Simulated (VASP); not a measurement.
Set up this calculation in VASP 6.6.1, as the native input.

- Task: single point
- Functional: PBEsol
- Potentials or basis: VASP PAW PBE potentials, release 64 (Ti_sv)
- Cutoff: 520 eV
- k mesh: 22 × 22 × 22
- Occupations: gaussian, width 0.15 eV
- Spin: no spin polarisation
- Dipole correction: no
- Further INCAR settings: ALGO = Fast; EDIFF = 1e-06; NBANDS = 12

The structure of Ti lies in POSCAR:

```
Ti
1.0
   -1.5035831967      1.5035831967      1.9546581557
    1.5035831967     -1.5035831967      1.9546581557
    1.5035831967      1.5035831967     -1.9546581557
Ti
1
Direct
    0.0000000000      0.0000000000      0.0000000000
```

This cell differs from its parent crystal: ratio of the length along z to the lengths across it x 1.3, volume and fractional coordinates fixed.

The input as run:

INCAR

```
PREC     = Accurate       # precision mode
ENCUT    = 520            # plane-wave cutoff, eV
EDIFF    = 1E-6           # SCF threshold, eV
ISMEAR   = 0              # smearing method
SIGMA    = 0.15           # smearing width, eV
LREAL    = F              # projectors in reciprocal space
LASPH    = T              # aspherical terms in the spheres
NELM     = 100            # most SCF steps
ALGO     = Fast           # electronic algorithm
ISIF     = 2              # what is computed and relaxed
LWAVE    = F              # write WAVECAR
LCHARG   = F              # write CHGCAR
GGA      = PS             # functional
NBANDS   = 12             # bands
```

KPOINTS

```
regular mesh
0
Gamma
  22 22 22
```

Potentials or basis: VASP PAW PBE potentials, release 64 (Ti_sv).

The run is started by

```sh
$ cat potpaw_PBE.64/Ti_sv/POTCAR > POTCAR
$ mpirun -np 1 vasp_std > vasp.out
```

It gave:

```json
{"Pressure": "-6.2 GPa", "Band gap on the k mesh": "zero (band 6 reaches 8.75 eV, above the bottom of band 7 at 7.32 eV)"}
```

Caveat: the PAW data sets were made with another functional, which shifts forces and pressure a little.

Run time: 3.2 min on 1 thread of Intel(R) Xeon(R) Platinum 8488C (Sapphire Rapids), with other jobs on the host, peak memory 0.28 GiB.
